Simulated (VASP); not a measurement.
# Ge in VASP: a series of runs

Ge is run at these levels: PBE+D3(BJ); tasks: single point.

Everything below comes from runs of VASP 6.6.1. Logs are shortened: lines on timing, memory, paths and dates and some standing lists are left out, and cuts for length are marked.

## 1. The cell of the first run

The cell holds a slab with vacuum, 2 atoms: a = 3.771 Å, b = 3.771 Å, c = 28.000 Å, α = 90.00°, β = 90.00°, γ = 120.00°.

## 2. Single point, PBE+D3(BJ)

Contents of INCAR:

```
SYSTEM = Ge
PREC = Accurate ; ENCUT = 520
EDIFF = 1E-6 ; ISMEAR = 0
SIGMA = 0.1 ; LREAL = .FALSE.
LASPH = .TRUE. ; NELM = 100
ALGO = Normal ; ISIF = 2
LWAVE = .FALSE. ; LCHARG = .TRUE.
LDIPOL = .TRUE. ; IDIPOL = 3
DIPOL = 0.5 0.5 0.500 ; GGA = PE
IVDW = 12 ; LELF = .TRUE.
LVHAR = .TRUE. ; LVACPOTAV = .TRUE.
NBANDS = 21
```

Contents of KPOINTS:

```
regular mesh
0
G
  12 12 1
  0 0 0
```

Contents of POSCAR:

```
Ge
1.0
    3.7710000000      0.0000000000      0.0000000000
   -1.8855000000      3.2657817977      0.0000000000
    0.0000000000      0.0000000000     28.0000000000
Ge
2
Direct
    0.3333333333      0.6666666667      0.5000000000
    0.6666666667      0.3333333333      0.5000000000
```

Potentials or basis: VASP PAW PBE potentials, release 64 (Ge_d).

Launch:

```sh
> cat potpaw_PBE.64/Ge_d/POTCAR > POTCAR
> mpirun -np 1 vasp_std > vasp.out
```

OUTCAR:

```text
SYSTEM = Ge
   PREC = Accurate
   ENCUT = 520
   EDIFF = 1E-6
   ISMEAR = 0
   LREAL = .FALSE.
   LASPH = .TRUE.
   NELM = 100
   ISIF = 2
   GGA = PE
   IVDW = 12
 IVDW          = 12

 ion  position               nearest neighbor table
   1  0.333  0.667  0.500-   2 2.18   2 2.18   2 2.18
   2  0.667  0.333  0.500-   1 2.18   1 2.18   1 2.18

  LATTYP: Found a hexagonal cell.
 ALAT       =     3.7710000000
 C/A-ratio  =     7.4250861840

  Lattice vectors:

 A1 = (   3.7710000000,   0.0000000000,   0.0000000000)
 A2 = (  -1.8855000000,   3.2657817977,   0.0000000000)
 A3 = (   0.0000000000,   0.0000000000,  28.0000000000)

Analysis of symmetry for initial positions (statically):
=====================================================================
 Subroutine PRICEL returns:
 Original cell was already a primitive cell.

 Routine SETGRP: Setting up the symmetry group for a
 hexagonal supercell.

 Subroutine GETGRP returns: Found 24 space group operations
 (whereof 24 operations were pure point group operations)
 out of a pool of 24 trial point group operations.

The static configuration has the point symmetry D_6h.

Analysis of symmetry for dynamics (positions and initial velocities):
=====================================================================
 Subroutine PRICEL returns:
 Original cell was already a primitive cell.

 Routine SETGRP: Setting up the symmetry group for a
 hexagonal supercell.

 Subroutine GETGRP returns: Found 24 space group operations
 (whereof 24 operations were pure point group operations)
 out of a pool of 24 trial point group operations.

The dynamic configuration has the point symmetry D_6h.

 Subroutine INISYM returns: Found 24 space group operations
 (whereof 24 operations are pure point group operations),
 and found     1 'primitive' translations

----------------------------------------------------------------------------------------

                                     Primitive cell

  volume of cell :     344.8274

  direct lattice vectors                    reciprocal lattice vectors
     3.771000000  0.000000000  0.000000000     0.265181649  0.153102697  0.000000000
    -1.885500000  3.265781798  0.000000000     0.000000000  0.306205393  0.000000000
     0.000000000  0.000000000 28.000000000     0.000000000  0.000000000  0.035714286

  length of vectors
     3.771000000  3.771000000 28.000000000     0.306205393  0.306205393  0.035714286

  position of ions in fractional coordinates (direct lattice)
     0.333333333  0.666666667  0.500000000
     0.666666667  0.333333333  0.500000000

  ion indices of the primitive-cell ions
   primitive index   ion index
                 1           1
                 2           2

----------------------------------------------------------------------------------------

 KPOINTS: regular mesh

Automatic generation of k-mesh.
 Grid dimensions read from file:
 generate k-points for:   12   12    1

 Generating k-lattice:

  Cartesian coordinates                     Fractional coordinates (reciprocal lattice)
     0.022098471  0.012758558  0.000000000     0.083333333  0.000000000  0.000000000
     0.000000000  0.025517116  0.000000000     0.000000000  0.083333333  0.000000000
     0.000000000  0.000000000  0.035714286     0.000000000  0.000000000  1.000000000

  Length of vectors
     0.025517116  0.025517116  0.035714286

  Shift w.r.t. Gamma in fractional coordinates (k-lattice)
     0.000000000  0.000000000  0.000000000

 Subroutine IBZKPT returns following result:
 ===========================================

 Found     19 irreducible k-points:

 Following reciprocal coordinates:
            Coordinates               Weight
  0.000000  0.000000  0.000000      1.000000
  0.083333  0.000000  0.000000      6.000000
  0.166667 -0.000000  0.000000      6.000000
  0.250000  0.000000  0.000000      6.000000
  0.333333 -0.000000  0.000000      6.000000
  0.416667 -0.000000  0.000000      6.000000
[... 11 lines left out ...]
  0.333333  0.250000  0.000000     12.000000
  0.333333  0.333333  0.000000      2.000000
   k-points           NKPTS =     19   k-points in BZ     NKDIM =     19   number of bands    NBANDS=     21
   number of dos      NEDOS =    301   number of ions     NIONS =      2
   total plane-waves  NPLWV = 164640
   dimension x,y,z NGX =    28 NGY =   28 NGZ =  210
   dimension x,y,z NGXF=    56 NGYF=   56 NGZF=  420
   ions per type =               2
   NGX,Y,Z   is equivalent  to a cutoff of  12.34, 12.34, 12.47 a.u.
   NGXF,Y,Z  is equivalent  to a cutoff of  24.69, 24.69, 24.94 a.u.
 SYSTEM =  Ge
   PREC   = accura    normal or accurate (medium, high low for compatibility)
   ISTART =      0    job   : 0-new  1-cont  2-samecut
   ICHARG =      2    charge: 1-file 2-atom 10-const
   ISPIN  =      1    spin polarized calculation?
   LNONCOLLINEAR =      F non collinear calculations
   LSORBIT =      F    spin-orbit coupling
   LASPH  =      T    aspherical Exc in radial PAW
   ENCUT  =  520.0 eV  38.22 Ry    6.18 a.u.   7.01  7.01 52.06*2*pi/ulx,y,z
   NELM   =    100;   NELMIN=  2; NELMDL= -5     # of ELM steps
   EDIFF  = 0.1E-05   stopping-criterion for ELM
   LREAL  =      F    real-space projection
   EDIFFG = 0.1E-04   stopping-criterion for IOM
   NSW    =      0    number of steps for IOM
   IBRION =     -1    ionic relax: 0-MD 1-quasi-New 2-CG
   NFREE  =      0    steps in history (QN), initial steepest desc. (CG)
   ISIF   =      2    stress and relaxation
   ISYM   =      2    0-nonsym 1-usesym 2-fastsym
   POTIM  = 0.5000    time-step for ionic-motion
   TEBEG  =    0.0;   TEEND  =   0.0 temperature during run
   PSTRESS=    0.0 pullay stress
   NELECT =      28.0000    total number of electrons
   NUPDOWN=      -1.0000    fix difference up-down
   EMIN   =  10.00;   EMAX   =-10.00  energy-range for DOS
   EFERMI =   0.00;   METHOD = LEGACY
   ISMEAR =     0;   SIGMA  =   0.10  broadening in eV -4-tet -1-fermi 0-gaus
   EFERMI_NEDOS =   21; number of points for ismear=-14 and -15
   IALGO  =     38    algorithm
   IMIX   =      4    mixing-type and parameters
     AMIX     =   0.40;   BMIX     =  1.00
     AMIX_MAG =   1.60;   BMIX_MAG =  1.00
  volume/ion in A,a.u.               =     172.41      1163.50
  Fermi-wavevector in a.u.,A,eV,Ry     =   0.708914  1.339653  6.837733  0.502559
  Thomas-Fermi vector in A             =   1.795356
   LORBIT       =      0    0 simple, 1 ext, 2 COOP (PROOUT), +10 PAW based schemes
   GGA     = PE    functional components
   LHFCALC =     F    Hartree Fock is set to
   AEXX    =    0.0000 exact exchange contribution
   IVDW    =    12    specifies the selected vdW correction
   LEPSILON=     F    determine dielectric tensor
   LRPA    =     F    only Hartree local field effects (RPA)
 non-spin polarized calculation
 Gauss-broadening in eV      SIGMA  =   0.10
  energy-cutoff  :      520.00
  volume of cell :      344.83
 maximum number of plane-waves:      9335
 NGX is ok and might be reduce to    28
   NGX = 13   NGY = 13   NGZ =105

 dipolmoment           0.000000      0.000000      0.000000 electrons x Angstroem

 number of electron      27.9999988 magnetization

 dipolmoment           0.000000      0.000000     -0.000000 electrons x Angstroem

 Free energy of the ion-electron system (eV)
  ---------------------------------------------------
  ext. energy  EPLUGINS =         0.00000000
  ---------------------------------------------------
  free energy    TOTEN  =        -7.20915852 eV

  energy without entropy =       -7.20759132  energy(sigma->0) =       -7.20837492

 E-fermi :  -3.0334     XC(G=0):  -1.6978

 val. band max:       -3.0333702509   @ k =   0.3333   0.3333   0.0000
 cond. band min:      -3.0333699670   @ k =   0.3333   0.3333   0.0000
 fundamental gap:      0.0000002840
 Fermi energy:        -3.0333701091

 k-point     1 :       0.0000    0.0000    0.0000
  band No.  band energies     occupation
      1     -28.4034      2.00000
      2     -28.3246      2.00000
      3     -28.3246      2.00000
      4     -28.2519      2.00000
      5     -28.2519      2.00000
      6     -28.0525      2.00000
[... 13 lines left out ...]
     20       1.2228      0.00000
     21       1.6377      0.00000

 k-point     2 :       0.0833    0.0000    0.0000
  band No.  band energies     occupation
      1     -28.4060      2.00000
      2     -28.3481      2.00000
      3     -28.3423      2.00000
      4     -28.2542      2.00000
      5     -28.2488      2.00000
      6     -28.0315      2.00000
[... 13 lines left out ...]
     20       1.3208      0.00000
     21       1.7348      0.00000

 k-point     3 :       0.1667   -0.0000    0.0000
  band No.  band energies     occupation
      1     -28.4270      2.00000
      2     -28.3981      2.00000
      3     -28.3648      2.00000
      4     -28.2603      2.00000
      5     -28.2397      2.00000
      6     -27.9915      2.00000
[... 13 lines left out ...]
     20       2.0226      0.00000
     21       2.2245      0.00000

 k-point     4 :       0.2500    0.0000    0.0000
  band No.  band energies     occupation
      1     -28.4710      2.00000
      2     -28.4496      2.00000
      3     -28.3653      2.00000
      4     -28.2682      2.00000
      5     -28.2261      2.00000
      6     -27.9892      2.00000
[... 13 lines left out ...]
     20       2.5127      0.00000
     21       2.7102      0.00000

 k-point     5 :       0.3333   -0.0000    0.0000
  band No.  band energies     occupation
      1     -28.5127      2.00000
      2     -28.4913      2.00000
      3     -28.3586      2.00000
      4     -28.2757      2.00000
      5     -28.2103      2.00000
      6     -28.0084      2.00000
[... 13 lines left out ...]
     20       3.1877      0.00000
     21       3.3912      0.00000
[... 262 lines left out ...]
     20       4.6978      0.00000
     21       4.9615      0.00000

 k-point    17 :       0.2500    0.2500    0.0000
  band No.  band energies     occupation
      1     -28.6090      2.00000
      2     -28.4306      2.00000
      3     -28.3792      2.00000
      4     -28.2928      2.00000
      5     -28.1672      2.00000
      6     -28.0525      2.00000
[... 13 lines left out ...]
     20       3.7187      0.00000
     21       3.8642      0.00000

 k-point    18 :       0.3333    0.2500    0.0000
  band No.  band energies     occupation
      1     -28.6298      2.00000
      2     -28.4259      2.00000
      3     -28.3820      2.00000
      4     -28.2977      2.00000
      5     -28.1434      2.00000
      6     -28.0771      2.00000
[... 13 lines left out ...]
     20       4.6279      0.00000
     21       4.8393      0.00000

 k-point    19 :       0.3333    0.3333    0.0000
  band No.  band energies     occupation
      1     -28.6399      2.00000
      2     -28.4017      2.00000
      3     -28.4017      2.00000
      4     -28.3004      2.00000
      5     -28.1102      2.00000
      6     -28.1102      2.00000
[... 13 lines left out ...]
     20       4.6032      0.00000
     21       4.6032      0.00000

------------------------ aborting loop because EDIFF is reached ----------------------------------------

 Edisp (eV)   -0.35017

 E8    (eV) :    -0.1676

  FORCE on cell =-STRESS in cart. coord.  units (eV):
  Direction    XX          YY          ZZ          XY          YZ          ZX
  --------------------------------------------------------------------------------------
  -------------------------------------------------------------------------------------
  Total       8.08567     8.08567    -0.01463     0.00000     0.00000     0.00000
  in kB      37.56860    37.56860    -0.06799     0.00000     0.00000     0.00000
  external pressure =       25.02 kB  Pullay stress =        0.00 kB

 VOLUME and BASIS-vectors are now :
 -----------------------------------------------------------------------------
  energy-cutoff  :      520.00
  volume of cell :      344.83
      direct lattice vectors                 reciprocal lattice vectors
     3.771000000  0.000000000  0.000000000     0.265181649  0.153102697  0.000000000
    -1.885500000  3.265781798  0.000000000     0.000000000  0.306205393  0.000000000
     0.000000000  0.000000000 28.000000000     0.000000000  0.000000000  0.035714286

 POSITION                                       TOTAL-FORCE (eV/Angst)
 -----------------------------------------------------------------------------------
     -0.00000      2.17719     14.00000         0.000000     -0.000000     -0.000000
      1.88550      1.08859     14.00000        -0.000000      0.000000      0.000000
 -----------------------------------------------------------------------------------
    total drift:                                0.000000      0.000000     -0.000000

  FREE ENERGIE OF THE ION-ELECTRON SYSTEM (eV)
  ---------------------------------------------------
  free  energy   TOTEN  =        -7.5593297912 eV

  energy  without entropy=       -7.5577625979  energy(sigma->0) =       -7.55854619

 vacuum level on the upper side and lower side of the slab         1.214         1.214
```

Run time: 2.1 min. Hardware: 1 thread of Intel Xeon 6975P-C (Granite Rapids), shared host; peak memory 0.45 GiB.

What came out:

```yaml
Free_energy: -7.5593 eV
Band_gap_on_the_k_mesh: zero (filled and empty bands touch)
Dispersion_energy_per_atom: -0.175 eV
```

Levels at points of the mesh, in eV from the Fermi level:
```
           k point  band 11  band 12  band 13  band 14  band 15  band 16  band 17  band 18
(0.00, 0.00, 0.00)   -13.26    -3.73    -1.42    -1.42     1.01     2.87     3.73     3.73
(0.50, 0.00, 0.00)   -10.74    -8.84    -3.41    -1.20     0.86     0.98     6.11     6.48
```

## 3. Single point, PBE+D3(BJ)

This run uses another cell than the first one, of 178.41 Å³/atom, 1.035 times its volume.

Contents of INCAR:

```
SYSTEM = Ge
PREC = Accurate
ENCUT = 520
EDIFF = 1E-6
ISMEAR = 0
SIGMA = 0.1
LREAL = .False.
LASPH = .True.
NELM = 100
ALGO = Normal
ISIF = 2
LWAVE = .False.
LCHARG = .False.
LDIPOL = .True.
IDIPOL = 3
DIPOL = 0.5 0.5 0.500
GGA = PE
IVDW = 12
NBANDS = 21
```

Contents of KPOINTS:

```
regular mesh
0
Gamma
  12 12 1
  0 0 0
```

Contents of POSCAR:

```
Ge
1.0
    3.8360000000      0.0000000000      0.0000000000
   -1.9180000000      3.3220734489      0.0000000000
    0.0000000000      0.0000000000     28.0000000000
Ge
2
Direct
    0.3333333333      0.6666666667      0.5000000000
    0.6666666667      0.3333333333      0.5000000000
```

Potentials or basis: VASP PAW PBE potentials, release 64 (Ge_d).

Launch:

```sh
> cat potpaw_PBE.64/Ge_d/POTCAR > POTCAR
> mpirun -np 1 vasp_std > vasp.out
```

Wall time 2.4 min (1 thread of Intel Xeon 6975P-C (Granite Rapids), shared host); peak memory 0.48 GiB.

The run converged. Its results:

```
Free energy                : -7.7963 eV
Band gap on the k mesh     : zero (filled and empty bands touch)
Dispersion energy per atom : -0.170 eV
```

Levels at points of the mesh, in eV from the Fermi level:
```
           k point  band 12  band 13  band 14  band 15  band 16  band 17
(0.00, 0.00, 0.00)    -3.56    -1.51    -1.51     0.46     2.93     3.57
(0.50, 0.00, 0.00)    -8.72    -3.38    -1.15     0.81     0.86     6.05
```
